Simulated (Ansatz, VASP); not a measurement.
# SnO: VASP beside Ansatz

File INCAR:

```
ALGO = Normal
DIPOL = 0.5 0.5 0.401
EDIFF = 1E-6
ENCUT = 520
GGA = PE
IDIPOL = 3
ISIF = 2
ISMEAR = 0
IVDW = 12
LASPH = T
LCHARG = T
LDIPOL = T
LELF = T
LREAL = F
LVACPOTAV = T
LVHAR = T
LWAVE = F
NBANDS = 50
NELM = 100
PREC = Accurate
SIGMA = 0.05
```

File KPOINTS:

```
k-points
0
Gamma
  7 7 1
```

The input POSCAR:

```
SnO
1.0
    3.8206509079      0.0000053603      0.0000000000
   -0.0000052472      3.8206509079      0.0000000000
    0.0000000000      0.0000000000     22.2280089981
Sn O
4 4
Direct
    0.9998502662      0.9998502662      0.2024472817
    0.4998491692      0.4998491692      0.3087997895
    0.6248491692      0.6248491692      0.4932517573
    1.1248502662      1.1248502662      0.5996042650
    0.9998512723      0.4998508145      0.2556235141
    0.4998508145      0.9998512723      0.2556235141
    0.6248481630      1.1248486208      0.5464279896
    1.1248486208      0.6248481630      0.5464279896
```

Input for Ansatz:

```yaml
crystal:
  lattice:
    - [3.8206509079, 5.3603e-06, 0.0]
    - [-5.2472e-06, 3.8206509079, 0.0]
    - [0.0, 0.0, 22.2280089981]
  atoms:
    - { symbol: Sn, position: [0.9998502662, 0.9998502662, 0.2024472817] }
    - { symbol: O, position: [0.9998512723, 0.4998508145, 0.2556235141] }
    - { symbol: O, position: [0.4998508145, 0.9998512723, 0.2556235141] }
    - { symbol: Sn, position: [0.4998491692, 0.4998491692, 0.3087997895] }
    - { symbol: Sn, position: [0.6248491692, 0.6248491692, 0.4932517573] }
    - { symbol: O, position: [0.624848163, 1.1248486208, 0.5464279896] }
    - { symbol: O, position: [1.1248486208, 0.624848163, 0.5464279896] }
    - { symbol: Sn, position: [1.1248502662, 1.1248502662, 0.599604265] }
basis:
  ecutwfc: 420
kpoints:
  mp_grid: { grid: [7, 7, 1] }
hamiltonian:
  xc: pbe
  dispersion: d3bj
scf:
  occupations: { method: gaussian, width: 0.05 }
output:
  forces: true
  eigenvalues: true
efield:
  axis: 3
  dipole_correction: true
  ramp_width: 0.04
```

Alike in both runs: task single point; functional PBE; dispersion D3(BJ); k mesh 7 × 7 × 1; occupations gaussian, width 0.05 eV; no spin polarisation.

```csv
,VASP,Ansatz
version,VASP 6.6.1,Ansatz 0.2.0
potentials or method,"VASP PAW PBE potentials, release 64 (Sn_d, O), cutoff 520 eV","scalar-relativistic, plane waves, PAW"
valence electrons in the cell,80,80
```

|  | VASP | Ansatz | Ansatz less VASP |
| --- | --- | --- | --- |
| gap on the k mesh at the Fermi level (eV) | 2.38 | 2.39 | +0.007 |
| least direct gap on the mesh (eV) | 2.53 | 2.56 | +0.039 |
| rms of the force components (eV/Å) | 0.025 | 0.026 | +0.0010 |
